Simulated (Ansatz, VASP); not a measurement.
## Two plane-wave programs on InSb

File POSCAR:

```
InSb
1.0
    3.0583698200      0.0000000000      0.0000000000
    0.0000000000      3.0583698200      0.0000000000
    0.0000000000      0.0000000000      6.1833864727
In Sb
1 1
Direct
    0.0000000000      0.0000000000      0.0000000000
    0.0000000000      0.0000000000      0.5000000000
```

File INCAR.step1:

```
SYSTEM = InSb
PREC     = Accurate       ! precision mode
ENCUT    = 520            ! plane-wave cutoff, eV
ISMEAR   = 0              ! smearing method
SIGMA    = 0.15           ! smearing width, eV
LREAL    = .False.        ! projectors in reciprocal space
LASPH    = .True.         ! aspherical terms in the spheres
NELM     = 100            ! most SCF steps
NBANDS   = 16             ! bands
GGA      = PE             ! functional
ALGO     = Normal         ! electronic algorithm
EDIFF    = 1E-4           ! SCF threshold, eV
LWAVE    = .True.         ! write WAVECAR
LCHARG   = .False.        ! write CHGCAR
```

Contents of INCAR.step2:

```
SYSTEM = InSb
PREC     = Accurate       ! precision mode
ENCUT    = 520            ! plane-wave cutoff, eV
EDIFF    = 1E-6           ! SCF threshold, eV
ISMEAR   = 0              ! smearing method
SIGMA    = 0.15           ! smearing width, eV
LREAL    = .False.        ! projectors in reciprocal space
LASPH    = .True.         ! aspherical terms in the spheres
NELM     = 100            ! most SCF steps
ALGO     = Normal         ! electronic algorithm
ISIF     = 2              ! what is computed and relaxed
LWAVE    = .False.        ! write WAVECAR
LCHARG   = .False.        ! write CHGCAR
METAGGA  = R2SCAN         ! meta-GGA
LMIXTAU  = .True.       
NBANDS   = 16             ! bands
ISTART   = 1
```

KPOINTS

```
Automatic mesh
0
Gamma
  20 20 10
  0 0 0
```

Input for Ansatz:

```yaml
crystal:
  lattice:
    - [3.05836982, 0.0, 0.0]
    - [0.0, 3.05836982, 0.0]
    - [0.0, 0.0, 6.1833864727]
  atoms:
    - { symbol: In, position: [0.0, 0.0, 0.0] }
    - { symbol: Sb, position: [0.0, 0.0, 0.5] }
basis:
  ecutwfc: 500
kpoints:
  mp_grid: { grid: [20, 20, 10] }
hamiltonian:
  xc: r2scan
scf:
  occupations: { method: gaussian, width: 0.15 }
output:
  forces: true
  stress: true
  eigenvalues: true
```

Alike in both runs: task single point; functional r2SCAN; k mesh 20 × 20 × 10; occupations gaussian, width 0.15 eV; no spin polarisation.

|  | VASP | Ansatz |
| --- | --- | --- |
| version | VASP 6.6.1 | Ansatz 0.2.0 |
| potentials or method | VASP PAW PBE potentials, release 64 (In_d, Sb), cutoff 520 eV | scalar-relativistic, plane waves, PAW |
| valence electrons in the cell | 18 | 28 |

```tsv
	VASP	Ansatz	Ansatz less VASP
gap on the k mesh at the Fermi level (eV)	none	none	-
pressure (GPa)	-0.1	-0.1	-0.02
traceless stress, the component that is largest in VASP (GPa)	0.37	0.37	+0.005
```

VASP's potentials were made for PBE, not for r2SCAN. A gap of «none» marks a metal or a gap that the smearing closes. VASP's potentials hold 18 valence electrons a cell and Ansatz's 28, so a difference there can come from the potentials and not from the codes.

Spin-orbit coupling is off throughout.
